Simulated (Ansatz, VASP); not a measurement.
## Mg2SnO3: VASP beside Ansatz

Contents of INCAR:

```
SYSTEM = Mg2SnO3
PREC = Accurate
ENCUT = 600
EDIFF = 1E-6
ISMEAR = 0
SIGMA = 0.1
LREAL = .False.
LASPH = .True.
NELM = 100
ALGO = Normal
ISIF = 3
LWAVE = .False.
LCHARG = .False.
GGA = PE
IBRION = 2
NSW = 90
EDIFFG = -0.04
```

File KPOINTS:

```
Automatic mesh
0
Gamma
  6 6 6
  0 0 0
```

File POSCAR:

```
Mg2SnO3
1.0
    1.6223907400      0.9366877300      8.0176398200
   -1.6223907400      0.9366877300      8.0176398200
    0.0000000000     -1.8733754600      8.0176398200
Mg Sn O
2 1 3
Direct
    0.3901864100      0.3901864100      0.3901864100
    0.6098135900      0.6098135900      0.6098135900
    0.5000000000      0.5000000000      0.5000000000
    0.0000000000      0.0000000000      0.0000000000
    0.7803728200      0.7803728200      0.7803728200
    0.2196271800      0.2196271800      0.2196271800
```

Input for Ansatz:

```yaml
crystal:
  lattice:
    - [1.62239074, 0.93668773, 8.01763982]
    - [-1.62239074, 0.93668773, 8.01763982]
    - [0.0, -1.87337546, 8.01763982]
  atoms:
    - { symbol: Mg, position: [0.39018641, 0.39018641, 0.39018641] }
    - { symbol: Mg, position: [0.60981359, 0.60981359, 0.60981359] }
    - { symbol: Sn, position: [0.5, 0.5, 0.5] }
    - { symbol: O, position: [0.0, 0.0, 0.0] }
    - { symbol: O, position: [0.78037282, 0.78037282, 0.78037282] }
    - { symbol: O, position: [0.21962718, 0.21962718, 0.21962718] }
basis:
  ecutwfc: 420
kpoints:
  mp_grid: { grid: [6, 6, 6] }
hamiltonian:
  xc: pbe
scf:
  occupations: { method: gaussian, width: 0.1 }
  lower_state_search: "off"
output:
  forces: true
  stress: true
  eigenvalues: true
relax:
  adjacent_minimum: "off"
  f_tol: 0.04
  max_steps: 70
  cell: { stress_tol: 0.4 }
```

Alike in both runs: task relaxation of cell and atoms; functional PBE; k mesh 6 × 6 × 6; occupations gaussian, width 0.1 eV; no spin polarisation.

|  | VASP | Ansatz |
| --- | --- | --- |
| version | VASP 6.6.1 | Ansatz 0.2.0 |
| potentials or method | VASP PAW PBE potentials, release 64 (Mg, Sn_d, O), cutoff 600 eV | scalar-relativistic, plane waves, PAW |
| valence electrons in the cell | 36 | 52 |

```csv
,VASP,Ansatz,Ansatz less VASP
"gap on the k mesh at the Fermi level, each at its own relaxed structure (eV)",0.56,0.62,+0.058
relaxed volume (Å³/atom),11.75,11.82,+0.078
relaxed cell length with the largest relative difference (Å),8.577,8.586,+0.0098
```

VASP's potentials hold 36 valence electrons a cell and Ansatz's 52, so a difference there can come from the potentials and not from the codes.
